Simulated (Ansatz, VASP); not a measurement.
**One calculation of Mg3Sb2, two programs**

```
CELL_PARAMETERS angstrom
4.59387 0.00000 0.00000
-2.29693 3.97841 0.00000
0.00000 0.00000 6.83782
ATOMIC_POSITIONS crystal
Mg 0.33333 0.66667 0.63899
Mg 0.66667 0.33333 0.36101
Mg 0.00000 0.00000 0.00000
Sb 0.33333 0.66667 0.22112
Sb 0.66667 0.33333 0.77888
```

Change from the starting cell: strain along c alone, the other axes held, atoms relaxed: -6.0 %.

Alike in both runs: functional PBE; k mesh 12 × 12 × 6; occupations gaussian, width 0.01 eV; no spin polarisation.

Ansatz relaxed the structure, and its values are those at the end. VASP's run is a single point on that final structure, the one shown.

|  | VASP | Ansatz |
| --- | --- | --- |
| version | VASP 6.6.1 | Ansatz 0.2.0 |
| potentials or method | VASP PAW PBE potentials, release 64 (Mg, Sb), cutoff 600 eV | scalar-relativistic, plane waves, PAW |
| valence electrons in the cell | 16 | 60 |

```csv
,VASP,Ansatz,Ansatz less VASP
gap on the k mesh at the Fermi level (eV),none,none,-
pressure (GPa),3.0,2.9,-0.07
rms of the force components (eV/Å),0.007,0.000,-0.0063
```

A gap of «none» marks a metal or a gap that the smearing closes. VASP's potentials hold 16 valence electrons a cell and Ansatz's 60, so a difference there can come from the potentials and not from the codes. Ansatz's warnings: stress scf threshold loose.

Spin-orbit coupling is off throughout.
